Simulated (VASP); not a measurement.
Wanted: the native input for a VASP 6.6.1 run.

| Item | Value |
| --- | --- |
| Task | single point |
| Functional | PBEsol |
| Potentials or basis | VASP PAW PBE potentials, release 64 (Ba_sv, S) |
| Cutoff | 520 eV |
| k mesh | 8 × 8 × 8 |
| Occupations | fermi-dirac, width 0.02 eV |
| Spin | no spin polarisation |
| Dipole correction | no |
| Further INCAR settings | ALGO = Normal; EDIFF = 1e-07; NBANDS = 15 |

The structure of BaS lies in POSCAR:

```
BaS
1.0
    0.0000000000      3.2357778460      3.2357778460
    3.2357778460      0.0000000000      3.2357778460
    3.2357778460      3.2357778460      0.0000000000
Ba S
1 1
Direct
    0.0000000000      0.0000000000      0.0000000000
    0.5000000000      0.5000000000      0.5000000000
```

This cell differs from its parent crystal: volume scaled by 1.04.

The input as run:

INCAR

```
PREC = Accurate
ENCUT = 520
EDIFF = 1E-7
ISMEAR = -1
SIGMA = 0.02
LREAL = False
LASPH = True
NELM = 100
ALGO = Normal
ISIF = 2
LWAVE = False
LCHARG = True
GGA = PS
LELF = True
LVHAR = True
NBANDS = 15
```

KPOINTS

```
Automatic mesh
0
Gamma
  8 8 8
```

Potentials or basis: VASP PAW PBE potentials, release 64 (Ba_sv, S).

Command:

```sh
$ cat potpaw_PBE.64/Ba_sv/POTCAR potpaw_PBE.64/S/POTCAR > POTCAR
$ mpirun -np 1 vasp_std > vasp.out
```

Results of the run:

| Quantity | Value |
| --- | --- |
| Pressure | -2.1 GPa |
| Band gap on the k mesh | 2.05 eV, indirect (least direct gap 2.21 eV) |

Caveat: the PAW data sets were made with another functional, which shifts forces and pressure a little; spin-orbit coupling is left out, which moves the levels of the heavy elements.

Run time: 28 s on 1 thread of AMD EPYC 7R13 Processor (Zen 3) (shared host), peak memory 0.18 GiB.
